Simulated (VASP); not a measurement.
# Sc (Fd-3m) in VASP: further runs

Runs on Sc. Level: PBEsol. Tasks: single point.

All numbers are computed with VASP 6.6.1; they aren't measurements. Logs are shortened: lines on timing, memory, paths and dates and some standing lists are left out, and cuts for length are marked.

## (1) The cell of the first run

The structure is cubic, space group Fd-3m (No. 227). The conventional cell has a = 6.300 Å, b = 6.300 Å, c = 6.300 Å, α = 90.00°, β = 90.00°, γ = 90.00°. Within 3.6 Å of Sc (site symmetry -43m) lie 4 Sc at 2.73 Å.

## (2) Single point, PBEsol

Contents of INCAR:

```
  PREC = Accurate
  ENCUT = 520
  EDIFF = 1E-6
  ISMEAR = -1
  SIGMA = 0.1
  LREAL = False
  LASPH = True
  NELM = 100
  ALGO = Normal
  ISIF = 2
  LWAVE = False
  LCHARG = False
  GGA = PS
  NBANDS = 18
```

Contents of KPOINTS:

```
regular mesh
0
Gamma
  9 9 9
```

Contents of POSCAR:

```
Sc
1.0
    0.0000000000      3.1498198357      3.1498198357
    3.1498198357      0.0000000000      3.1498198357
    3.1498198357      3.1498198357      0.0000000000
Sc
2
Direct
    0.1250000000      0.1250000000      0.1250000000
    0.8750000000      0.8750000000      0.8750000000
```

Potentials or basis: VASP PAW PBE potentials, release 64 (Sc_sv).

Started as:

```
> cat potpaw_PBE.64/Sc_sv/POTCAR > POTCAR
> mpirun -np 1 vasp_std > vasp.out
```

OUTCAR:

```text
PREC = Accurate
   ENCUT = 520
   EDIFF = 1E-6
   ISMEAR = -1
   LREAL = False
   LASPH = True
   NELM = 100
   ISIF = 2
   GGA = PS

 ion  position               nearest neighbor table
   1  0.125  0.125  0.125-   2 2.73   2 2.73   2 2.73   2 2.73
   2  0.875  0.875  0.875-   1 2.73   1 2.73   1 2.73   1 2.73

  LATTYP: Found a face centered cubic cell.
 ALAT       =     6.2996396714

  Lattice vectors:

 A1 = (   0.0000000000,   3.1498198357,   3.1498198357)
 A2 = (   3.1498198357,   0.0000000000,   3.1498198357)
 A3 = (   3.1498198357,   3.1498198357,   0.0000000000)

Analysis of symmetry for initial positions (statically):
=====================================================================
 Subroutine PRICEL returns:
 Original cell was already a primitive cell.

 Routine SETGRP: Setting up the symmetry group for a
 face centered cubic supercell.

 Subroutine GETGRP returns: Found 48 space group operations
 (whereof 12 operations were pure point group operations)
 out of a pool of 48 trial point group operations.

The static configuration has the point symmetry D_3d.
 The point group associated with its full space group is O_h .

Analysis of symmetry for dynamics (positions and initial velocities):
=====================================================================
 Subroutine PRICEL returns:
 Original cell was already a primitive cell.

 Routine SETGRP: Setting up the symmetry group for a
 face centered cubic supercell.

 Subroutine GETGRP returns: Found 48 space group operations
 (whereof 12 operations were pure point group operations)
 out of a pool of 48 trial point group operations.

The dynamic configuration has the point symmetry D_3d.
 The point group associated with its full space group is O_h .

 Subroutine INISYM returns: Found 48 space group operations
 (whereof 12 operations are pure point group operations),
 and found     1 'primitive' translations

----------------------------------------------------------------------------------------

                                     Primitive cell

  volume of cell :      62.5010

  direct lattice vectors                    reciprocal lattice vectors
     0.000000000  3.149819836  3.149819836    -0.158739238  0.158739238  0.158739238
     3.149819836  0.000000000  3.149819836     0.158739238 -0.158739238  0.158739238
     3.149819836  3.149819836  0.000000000     0.158739238  0.158739238 -0.158739238

  length of vectors
     4.454517931  4.454517931  4.454517931     0.274944425  0.274944425  0.274944425

  position of ions in fractional coordinates (direct lattice)
     0.125000000  0.125000000  0.125000000
     0.875000000  0.875000000  0.875000000

  ion indices of the primitive-cell ions
   primitive index   ion index
                 1           1
                 2           2

----------------------------------------------------------------------------------------

 KPOINTS: regular mesh

Automatic generation of k-mesh.
 Grid dimensions read from file:
 generate k-points for:    9    9    9

 Generating k-lattice:

  Cartesian coordinates                     Fractional coordinates (reciprocal lattice)
    -0.017637693  0.017637693  0.017637693     0.111111111  0.000000000  0.000000000
     0.017637693 -0.017637693  0.017637693     0.000000000  0.111111111  0.000000000
     0.017637693  0.017637693 -0.017637693     0.000000000  0.000000000  0.111111111

  Length of vectors
     0.030549381  0.030549381  0.030549381

  Shift w.r.t. Gamma in fractional coordinates (k-lattice)
     0.000000000  0.000000000  0.000000000

 Subroutine IBZKPT returns following result:
 ===========================================

 Found     35 irreducible k-points:

 Following reciprocal coordinates:
            Coordinates               Weight
  0.000000  0.000000  0.000000      1.000000
  0.111111  0.000000  0.000000      8.000000
  0.222222  0.000000  0.000000      8.000000
  0.333333  0.000000  0.000000      8.000000
  0.444444  0.000000  0.000000      8.000000
  0.111111  0.111111  0.000000      6.000000
[... 16 lines left out ...]
 -0.333333  0.333333  0.000000     12.000000
  0.444444  0.444444  0.000000      6.000000
 [... further k-points ...]
   k-points           NKPTS =     35   k-points in BZ     NKDIM =     35   number of bands    NBANDS=     18
   number of dos      NEDOS =    301   number of ions     NIONS =      2
   total plane-waves  NPLWV =  46656
   dimension x,y,z NGX =    36 NGY =   36 NGZ =   36
   dimension x,y,z NGXF=    72 NGYF=   72 NGZF=   72
   ions per type =               2
   NGX,Y,Z   is equivalent  to a cutoff of  13.44, 13.44, 13.44 a.u.
   NGXF,Y,Z  is equivalent  to a cutoff of  26.87, 26.87, 26.87 a.u.
 SYSTEM =  unknown system
   PREC   = accura    normal or accurate (medium, high low for compatibility)
   ISTART =      0    job   : 0-new  1-cont  2-samecut
   ICHARG =      2    charge: 1-file 2-atom 10-const
   ISPIN  =      1    spin polarized calculation?
   LNONCOLLINEAR =      F non collinear calculations
   LSORBIT =      F    spin-orbit coupling
   LASPH  =      T    aspherical Exc in radial PAW
   ENCUT  =  520.0 eV  38.22 Ry    6.18 a.u.   8.28  8.28  8.28*2*pi/ulx,y,z
   NELM   =    100;   NELMIN=  2; NELMDL= -5     # of ELM steps
   EDIFF  = 0.1E-05   stopping-criterion for ELM
   LREAL  =      F    real-space projection
   EDIFFG = 0.1E-04   stopping-criterion for IOM
   NSW    =      0    number of steps for IOM
   IBRION =     -1    ionic relax: 0-MD 1-quasi-New 2-CG
   NFREE  =      0    steps in history (QN), initial steepest desc. (CG)
   ISIF   =      2    stress and relaxation
   ISYM   =      2    0-nonsym 1-usesym 2-fastsym
   POTIM  = 0.5000    time-step for ionic-motion
   TEBEG  =    0.0;   TEEND  =   0.0 temperature during run
   PSTRESS=    0.0 pullay stress
   NELECT =      22.0000    total number of electrons
   NUPDOWN=      -1.0000    fix difference up-down
   EMIN   =  10.00;   EMAX   =-10.00  energy-range for DOS
   EFERMI =   0.00;   METHOD = LEGACY
   ISMEAR =    -1;   SIGMA  =   0.10  broadening in eV -4-tet -1-fermi 0-gaus
   EFERMI_NEDOS =   21; number of points for ismear=-14 and -15
   IALGO  =     38    algorithm
   IMIX   =      4    mixing-type and parameters
     AMIX     =   0.40;   BMIX     =  1.00
     AMIX_MAG =   1.60;   BMIX_MAG =  1.00
  volume/ion in A,a.u.               =      31.25       210.89
  Fermi-wavevector in a.u.,A,eV,Ry     =   1.155899  2.184333 18.178789  1.336103
  Thomas-Fermi vector in A             =   2.292524
   LORBIT       =      0    0 simple, 1 ext, 2 COOP (PROOUT), +10 PAW based schemes
   GGA     = PS    functional components
   LHFCALC =     F    Hartree Fock is set to
   AEXX    =    0.0000 exact exchange contribution
   IVDW    =     0    specifies the selected vdW correction
   LEPSILON=     F    determine dielectric tensor
   LRPA    =     F    only Hartree local field effects (RPA)
 non-spin polarized calculation
  energy-cutoff  :      520.00
  volume of cell :       62.50
 maximum number of plane-waves:      1705
 NGX is ok and might be reduce to    36
   NGX = 17   NGY = 17   NGZ = 17

 number of electron      22.0000000 magnetization

 Free energy of the ion-electron system (eV)
  ---------------------------------------------------
  ext. energy  EPLUGINS =         0.00000000
  ---------------------------------------------------
  free energy    TOTEN  =        -9.23355728 eV

  energy without entropy =       -9.07723149  energy(sigma->0) =       -9.15539439

 E-fermi :   2.0970     XC(G=0):  -8.8644

 val. band max:        2.0818568777   @ k =  -0.3333   0.1111   0.0000
 cond. band min:       2.1021798467   @ k =  -0.4444   0.4444   0.0000
 fundamental gap:      0.0203229689
 Fermi energy:         2.0970477576

 k-point     1 :       0.0000    0.0000    0.0000
  band No.  band energies     occupation
      1     -47.5151      2.00000
      2     -47.2078      2.00000
      3     -26.4042      2.00000
      4     -26.4042      2.00000
      5     -26.4042      2.00000
      6     -25.8925      2.00000
[... 10 lines left out ...]
     17       3.8565      0.00000
     18       5.9315      0.00000

 k-point     2 :       0.1111    0.0000    0.0000
  band No.  band energies     occupation
      1     -47.5083      2.00000
      2     -47.2148      2.00000
      3     -26.4121      2.00000
      4     -26.4121      2.00000
      5     -26.4042      2.00000
      6     -25.8941      2.00000
[... 10 lines left out ...]
     17       3.8453      0.00000
     18       5.9175      0.00000

 k-point     3 :       0.2222    0.0000    0.0000
  band No.  band energies     occupation
      1     -47.4894      2.00000
      2     -47.2341      2.00000
      3     -26.4309      2.00000
      4     -26.4309      2.00000
      5     -26.4044      2.00000
      6     -25.8977      2.00000
[... 10 lines left out ...]
     17       3.9049      0.00000
     18       5.8609      0.00000

 k-point     4 :       0.3333    0.0000    0.0000
  band No.  band energies     occupation
      1     -47.4636      2.00000
      2     -47.2604      2.00000
      3     -26.4508      2.00000
      4     -26.4508      2.00000
      5     -26.4053      2.00000
      6     -25.9010      2.00000
[... 375 lines left out ...]
      4     -26.5093      2.00000
      5     -26.2254      2.00000
      6     -26.0825      2.00000
[... 10 lines left out ...]
     17       4.4745      0.00000
     18       5.6879      0.00000

 k-point    23 :      -0.3333    0.3333    0.0000
  band No.  band energies     occupation
      1     -47.4007      2.00000
      2     -47.3239      2.00000
      3     -26.5384      2.00000
      4     -26.4954      2.00000
      5     -26.2553      2.00000
      6     -26.0500      2.00000
[... 10 lines left out ...]
     17       4.3862      0.00000
     18       5.2697      0.00000

 k-point    24 :       0.4444    0.4444    0.0000
  band No.  band energies     occupation
      1     -47.3890      2.00000
      2     -47.3357      2.00000
      3     -26.5231      2.00000
      4     -26.5231      2.00000
      5     -26.2004      2.00000
      6     -26.1126      2.00000
[... 10 lines left out ...]
     17       5.1050      0.00000
     18       5.1050      0.00000

 [... further k-points ...]
[... 5 lines left out ...]
  --------------------------------------------------------------------------------------
  -------------------------------------------------------------------------------------
  Total       -0.0000140     -0.0000140     -0.0000140     -0.0000000      0.0000000     -0.0000000
  in kB       -0.0003601     -0.0003601     -0.0003601     -0.0000000      0.0000000     -0.0000000
  external PRESSURE =      -0.0003601 kB  Pullay stress =       0.0000000 kB

 VOLUME and BASIS-vectors are now :
 -----------------------------------------------------------------------------
  energy-cutoff  :      520.00
  volume of cell :       62.50
      direct lattice vectors                 reciprocal lattice vectors
     0.000000000  3.149819836  3.149819836    -0.158739238  0.158739238  0.158739238
     3.149819836  0.000000000  3.149819836     0.158739238 -0.158739238  0.158739238
     3.149819836  3.149819836  0.000000000     0.158739238  0.158739238 -0.158739238

 POSITION                                       TOTAL-FORCE (eV/Angst)
 -----------------------------------------------------------------------------------
      0.78745      0.78745      0.78745         0.000000     -0.000000     -0.000000
      5.51218      5.51218      5.51218        -0.000000      0.000000      0.000000
 -----------------------------------------------------------------------------------
    total drift:                                0.000000      0.000000      0.000000

  FREE ENERGIE OF THE ION-ELECTRON SYSTEM (eV)
  ---------------------------------------------------
  free  energy   TOTEN  =        -9.2335572811 eV

  energy  without entropy=       -9.0772314932  energy(sigma->0) =       -9.15539439
```

Wall time 17 s (1 thread of Intel Xeon 6975P-C (Granite Rapids), shared host); peak memory 0.2 GiB.

What came out:

| Quantity | Value |
| --- | --- |
| Free energy | -9.2336 eV |
| Pressure | 0.0 GPa |
| Band gap on the k mesh | zero (band 11 reaches 2.48 eV, above the bottom of band 12 at 1.91 eV) |

Caveat: the PAW data sets were made with another functional, which shifts forces and pressure a little.

[end of part 1 of 2]
